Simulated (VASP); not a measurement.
Here is a VASP 6.6.1 calculation.

The input INCAR:

```
SYSTEM = CdTe
  PREC = Accurate
  ENCUT = 520
  EDIFF = 1E-6
  ISMEAR = -5
  SIGMA = 0.05
  LREAL = .False.
  LASPH = .True.
  NELM = 150
  ALGO = Normal
  ISIF = 2
  LWAVE = .False.
  LCHARG = .False.
  ISPIN = 2
  MAGMOM = 0.5 0
  LORBIT = 11
  GGA = RE
  IVDW = 12
  NBANDS = 20
```

The input KPOINTS:

```
Automatic mesh
0
Gamma
  7 7 7
  0 0 0
```

POSCAR

```
CdTe
1.0
    0.0000000000      3.1616838793      3.1616838793
    3.1616838793      0.0000000000      3.1616838793
    3.1616838793      3.1616838793      0.0000000000
Te Cd
1 1
Direct
    0.7500000000      0.7500000000      0.7500000000
    0.0000000000      0.0000000000      0.0000000000
```

Potentials or basis: VASP PAW PBE potentials, release 64 (Te, Cd).

The run is started by

```bash
$ cat potpaw_PBE.64/Te/POTCAR potpaw_PBE.64/Cd/POTCAR > POTCAR
$ mpirun -np 1 vasp_std > vasp.out
```

**Question.** Estimate the dispersion energy per atom.

**Answer.** -0.707 eV.

**Question.** What does it give for the net moment?

**Answer.** 0.00 μB per cell.

**Question.** Estimate the band gap on the k mesh.

**Answer.** 1.11 eV, direct.

Caveat: three body term missing; spin-orbit coupling is left out, which moves the levels of the heavy elements.
